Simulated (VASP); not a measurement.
**In4Sb3As: relaxation of cell and atoms with PBE**

Crystal: In4Sb3As.

```
In Sb As
1.0
     4.64135    0.00000    0.00000
     0.00000    4.64135    0.00000
     0.00000    0.00000   12.89301
In Sb As
4 3 1
Direct
  0.50000 0.00000 0.62937
  0.00000 0.50000 0.88750
  0.50000 0.00000 0.11250
  0.00000 0.50000 0.37063
  0.50000 0.50000 0.24169
  0.00000 0.00000 0.50000
  0.50000 0.50000 0.75831
  0.00000 0.00000 0.00000
```

- Program: VASP 6.6.1
- Task: relaxation of cell and atoms
- Functional: PBE
- Potentials or basis: VASP PAW PBE potentials, release 64 (In_d, Sb, As)
- Cutoff: 600 eV
- k mesh: 8 × 8 × 4
- Occupations: gaussian, width 0.1 eV
- Spin: no spin polarisation
- Dipole correction: no
- Further INCAR settings: ALGO = Fast; EDIFF = 1e-07; IBRION = 2; EDIFFG = -0.01; NSW = 100; ISIF = 3

| Item | Value |
| --- | --- |
| Relaxed volume | 34.71 Å³/atom |
| Relaxed cell | a = 4.616 Å, b = 4.616 Å, c = 13.031 Å, α = 90.00°, β = 90.00°, γ = 90.00° |
| Space group after relaxing (to 0.1 Å) | P-4m2 (No. 115) |
| Energy gained by relaxing | 0.5 meV/atom |
| Ionic steps | 5 |
| Pressure after relaxing | 0.0 GPa |
| Largest force after relaxing | 0.006 eV/Å |
| Band gap on the k mesh | zero (filled and empty bands touch) |

Forces on the atoms (eV/Å):
```
In   0.000  0.000 -0.004
In   0.000  0.000 -0.004
In   0.000  0.000  0.004
In   0.000  0.000  0.004
Sb   0.000  0.000  0.006
Sb   0.000  0.000  0.000
Sb   0.000  0.000 -0.006
As   0.000  0.000  0.000
```

The path:
```
step  energy change (eV)  largest force (eV/Å)  pressure (GPa)  volume (Å³)
   1              0.0000                0.0138            0.00       277.74
   2             -0.0020                0.0094            0.00       277.73
   3             -0.0041                0.0124            0.01       277.69
   4             -0.0041                0.0147            0.00       277.68
   5             -0.0042                0.0055            0.01       277.70
```

Final structure:
```xyz
8
Lattice="4.6163 0.0000 0.0000 0.0000 4.6163 0.0000 0.0000 0.0000 13.0312" Properties=species:S:1:pos:R:3 pbc="T T T"
In    2.3081    0.0000    8.2015
In    0.0000    2.3081   11.5629
In    2.3081    0.0000    1.4683
In    0.0000    2.3081    4.8297
Sb    2.3081    2.3081    3.1494
Sb    4.6163    0.0000    6.5156
Sb    2.3081    2.3081    9.8818
As    0.0000    0.0000    0.0000
```

Levels at points of the mesh, in eV from the Fermi level:
| k point | band 34 | band 35 | band 36 | band 37 | band 38 | band 39 |
| --- | --- | --- | --- | --- | --- | --- |
| (0.00, 0.00, 0.00) | -0.71 | -0.09 | -0.05 | -0.05 | 1.30 | 1.44 |
| (0.50, 0.00, 0.00) | -0.87 | -0.84 | -0.81 | 0.20 | 0.59 | 1.79 |
| (0.50, 0.50, 0.00) | -2.13 | -2.13 | -2.07 | 1.37 | 1.42 | 1.42 |
| (0.00, 0.00, 0.50) | -0.65 | -0.42 | -0.42 | 1.10 | 1.12 | 1.43 |
| (0.50, 0.00, 0.50) | -0.85 | -0.84 | -0.84 | 0.93 | 1.38 | 1.44 |
| (0.50, 0.50, 0.50) | -2.40 | -2.33 | -2.29 | 2.07 | 2.07 | 2.15 |

It took 84 min on 1 thread of Oxide Virtual Turin-like Processor (shared host), peak memory 0.83 GiB.

Caveat: semilocal functionals underestimate gaps, and a narrow one can read as zero; spin-orbit coupling is left out, which moves the levels of the heavy elements.
